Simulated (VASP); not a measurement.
Wanted: the native input for a VASP 6.6.1 run.

```yaml
Task: G0W0 quasiparticle levels
Functional: PBE
Potentials_or_basis: VASP PAW PBE potentials, release 64 (Rb_sv_GW, Br_GW)
Cutoff: 500 eV
k_mesh: 4 × 4 × 4
Occupations: gaussian, width 0.01 eV
Spin: no spin polarisation
Dipole_correction: no
GW_scheme: G0W0
GW_iterations: 1
Cutoff_of_the_response_function: 140
Frequency_points: 48
Empty_bands: 311
Further_INCAR_settings: ALGO = EVGW0; EDIFF = 1e-08; NBANDS = 319
```

The system is RbBr.

```xyz
2
Lattice="0.0000 3.4608 3.4608 3.4608 0.0000 3.4608 3.4608 3.4608 0.0000" Properties=species:S:1:pos:R:3 pbc="T T T"
Rb    0.0000    0.0000    0.0000
Br    3.4608    3.4608    3.4608
```

These files were run (other wordings do the same):

POSCAR

```
RbBr
1.0
    0.0000000000      3.4608320096      3.4608320096
    3.4608320096      0.0000000000      3.4608320096
    3.4608320096      3.4608320096      0.0000000000
Rb Br
1 1
Direct
    0.0000000000      0.0000000000      0.0000000000
    0.5000000000      0.5000000000      0.5000000000
```

INCAR.step1

```
SYSTEM = RbBr
ALGO = Normal
EDIFF = 1E-8
ENCUT = 500
GGA = PE
ISMEAR = 0
LASPH = .TRUE.
LCHARG = .FALSE.
LREAL = .FALSE.
LWAVE = .TRUE.
NELM = 80
PREC = Accurate
SIGMA = 0.01
```

INCAR.step2

```
SYSTEM = RbBr
ALGO = Exact
EDIFF = 1E-8
ENCUT = 500
GGA = PE
ISMEAR = 0
ISTART = 1
LASPH = .TRUE.
LCHARG = .FALSE.
LOPTICS = .TRUE.
LREAL = .FALSE.
LWAVE = .TRUE.
NBANDS = 319
NELM = 1
PREC = Accurate
SIGMA = 0.01
```

INCAR.step3

```
SYSTEM = RbBr
ALGO = EVGW0
EDIFF = 1E-8
ENCUT = 500
ENCUTGW = 140.0
GGA = PE
ISMEAR = 0
ISTART = 1
LASPH = .TRUE.
LCHARG = .FALSE.
LREAL = .FALSE.
LWAVE = .FALSE.
NBANDS = 319
NBANDSGW = 16
NELMGW = 1
NOMEGA = 48
PREC = Accurate
PRECFOCK = Fast
SIGMA = 0.01
```

KPOINTS

```
k-points
0
G
  4 4 4
  0 0 0
```

Potentials or basis: VASP PAW PBE potentials, release 64 (Rb_sv_GW, Br_GW).

The run is started by

```bash
$ cat potpaw_PBE.64/Rb_sv_GW/POTCAR potpaw_PBE.64/Br_GW/POTCAR > POTCAR
$ cp INCAR.step1 INCAR
$ mpirun -np 1 vasp_std > vasp.out
$ cp INCAR.step2 INCAR
$ mpirun -np 1 vasp_std > vasp.out
$ cp INCAR.step3 INCAR
$ mpirun -np 1 vasp_std > vasp.out
```

It gave:

```yaml
Quasiparticle_gap: 6.84 eV
Least_direct_quasiparticle_gap: 6.84 eV
Band_gap_of_the_starting_levels_on_the_mesh: 4.28 eV
Least_direct_gap_of_the_starting_levels_on_the_mesh: 4.28 eV
```

Caveat: the k points lie up to 0.39 Å⁻¹ apart; bands, screening cutoff and mesh are small and nothing is extrapolated, so the quasiparticle values aren't converged.

It took 8.9 min on 1 thread of Intel(R) Xeon(R) 6975P-C (Granite Rapids), with other jobs on the host, peak memory 1.1 GiB.
